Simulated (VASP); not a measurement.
**TiO2: single point with r2SCAN**

TiO2:

```xyz
12
Lattice="3.8155 0.0000 0.0000 0.0000 3.8155 0.0000 0.0000 0.0000 9.4513" Properties=species:S:1:pos:R:3 pbc="T T T"
Ti    0.0000    1.9077    7.0885
Ti    1.9077    1.9077    0.0000
Ti    1.9077    0.0000    2.3628
Ti    0.0000    0.0000    4.7256
O     0.0000    1.9077    9.0636
O     1.9077    1.9077    7.4761
O     1.9077    0.0000    0.3876
O     0.0000    0.0000    6.7008
O     1.9077    0.0000    4.3380
O     0.0000    0.0000    2.7504
O     0.0000    1.9077    5.1133
O     1.9077    1.9077    1.9752
```

This cell differs from its parent crystal: biaxial strain in the a-b plane: +1.0 %, then relaxed in part.

| Quantity | Value |
| --- | --- |
| Program | VASP 6.6.1 |
| Task | single point |
| Functional | r2SCAN |
| Potentials or basis | VASP PAW PBE potentials, release 64 (Ti_sv, O) |
| Cutoff | 520 eV |
| k mesh | 6 × 6 × 4 |
| Occupations | gaussian, width 0.02 eV |
| Spin | no spin polarisation |
| Dipole correction | no |
| Further INCAR settings | ALGO = Normal; EDIFF = 1e-07; NBANDS = 60 |

* Pressure: -0.8 GPa
* Largest force: 0.033 eV/Å
* Band gap on the k mesh: 2.50 eV

Forces in eV/Å, atoms in the order of the input:
```
Ti   0.000  0.000  0.000
Ti   0.000  0.000  0.000
Ti   0.000  0.000  0.000
Ti   0.000  0.000  0.000
O    0.000  0.000  0.033
O    0.000  0.000 -0.033
O    0.000  0.000 -0.033
O    0.000  0.000  0.033
O    0.000  0.000  0.033
O    0.000  0.000 -0.033
O    0.000  0.000 -0.033
O    0.000  0.000  0.033
```

Stress tensor (GPa, compression positive):
```
-1.82  0.00  0.00
 0.00 -1.82  0.00
 0.00  0.00  1.18
```

Levels at points of the mesh, in eV from the valence-band top:
```
           k point  band 45  band 46  band 47  band 48  band 49  band 50  band 51  band 52
(0.00, 0.00, 0.00)    -0.46    -0.46    -0.13    -0.13     2.50     2.87     2.87     3.26
(0.50, 0.00, 0.00)    -0.90    -0.90    -0.85    -0.85     3.71     3.71     3.78     3.78
(0.50, 0.50, 0.00)     0.00     0.00     0.00     0.00     3.76     3.76     3.76     3.76
(0.00, 0.00, 0.50)    -0.23    -0.23    -0.23    -0.23     2.60     2.60     3.15     3.15
(0.50, 0.00, 0.50)    -0.86    -0.86    -0.62    -0.62     3.61     3.61     3.90     3.90
(0.50, 0.50, 0.50)    -0.19    -0.19    -0.19    -0.19     3.96     3.96     3.96     3.96
```

It took 7.9 min on 1 thread of Intel(R) Xeon(R) 6975P-C (Granite Rapids), on a shared host, peak memory 0.35 GiB.

Caveat: the cell differs from its parent crystal (biaxial strain in the a-b plane: +1.0 %, then relaxed in part); the PAW data sets were made with another functional, which shifts forces and pressure a little. A k mesh can miss the band edges.
